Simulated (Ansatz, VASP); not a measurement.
One calculation of Ta2Si, two programs

INCAR

```
SYSTEM = Ta2Si
PREC = Accurate
ENCUT = 520
EDIFF = 1E-6
ISMEAR = 0
SIGMA = 0.1
LREAL = .FALSE.
LASPH = .TRUE.
NELM = 60
ALGO = Fast
ISIF = 2
LWAVE = .FALSE.
LCHARG = .TRUE.
GGA = PS
LELF = .TRUE.
LVHAR = .TRUE.
NBANDS = 35
```

The input KPOINTS:

```
regular mesh
0
G
  10 10 10
  0 0 0
```

File POSCAR:

```
Ta2Si
1.0
   -3.0877629443      3.0877629443      2.5236412193
    3.0877629443     -3.0877629443      2.5236412193
    3.0877629443      3.0877629443     -2.5236412193
Ta Si
4 2
Direct
    0.6635932100      0.8364067900      0.5000000000
    0.8364067900      0.3364067900      0.1728135800
    0.3364067900      0.1635932100      0.5000000000
    0.1635932100      0.6635932100      0.8271864200
    0.2500000000      0.2500000000      0.0000000000
    0.7500000000      0.7500000000      0.0000000000
```

Input for Ansatz:

```yaml
crystal:
  lattice:
    - [-3.0877629443, 3.0877629443, 2.5236412193]
    - [3.0877629443, -3.0877629443, 2.5236412193]
    - [3.0877629443, 3.0877629443, -2.5236412193]
  atoms:
    - { symbol: Ta, position: [0.66359321, 0.83640679, 0.5] }
    - { symbol: Ta, position: [0.83640679, 0.33640679, 0.17281358] }
    - { symbol: Ta, position: [0.33640679, 0.16359321, 0.5] }
    - { symbol: Ta, position: [0.16359321, 0.66359321, 0.82718642] }
    - { symbol: Si, position: [0.25, 0.25, 0.0] }
    - { symbol: Si, position: [0.75, 0.75, 0.0] }
basis:
  ecutwfc: 420
kpoints:
  mp_grid: { grid: [10, 10, 10] }
hamiltonian:
  xc: pbesol
scf:
  occupations: { method: gaussian, width: 0.1 }
output:
  forces: true
  stress: true
  eigenvalues: true
  populations: true
```

Alike in both runs: task single point; functional PBEsol; k mesh 10 × 10 × 10; occupations gaussian, width 0.1 eV; no spin polarisation.

|  | VASP | Ansatz |
| --- | --- | --- |
| version | VASP 6.6.1 | Ansatz 0.2.0 |
| potentials or method | VASP PAW PBE potentials, release 64 (Ta_pv, Si), cutoff 520 eV | scalar-relativistic, plane waves, PAW |
| valence electrons in the cell | 52 | 60 |

Ansatz gave:

```
gap on the k mesh at the Fermi level (eV)                     : none
pressure (GPa)                                                : -3.1
traceless stress, the component that is largest in VASP (GPa) : 0.72
rms of the force components (eV/Å)                            : 0.028
```

Question: Estimate VASP's values.

Answer: gap on the k mesh at the Fermi level (eV): none; pressure (GPa): -2.9; traceless stress, the component that is largest in VASP (GPa): 0.69; rms of the force components (eV/Å): 0.031.

VASP's potentials were made for PBE, not for PBEsol. Atom by atom the forces differ by 0.003 eV/Å (rms over components). A gap of «none» marks a metal or a gap that the smearing closes. VASP's potentials hold 52 valence electrons a cell and Ansatz's 60, so a difference there can come from the potentials and not from the codes.

Spin-orbit coupling is off throughout.
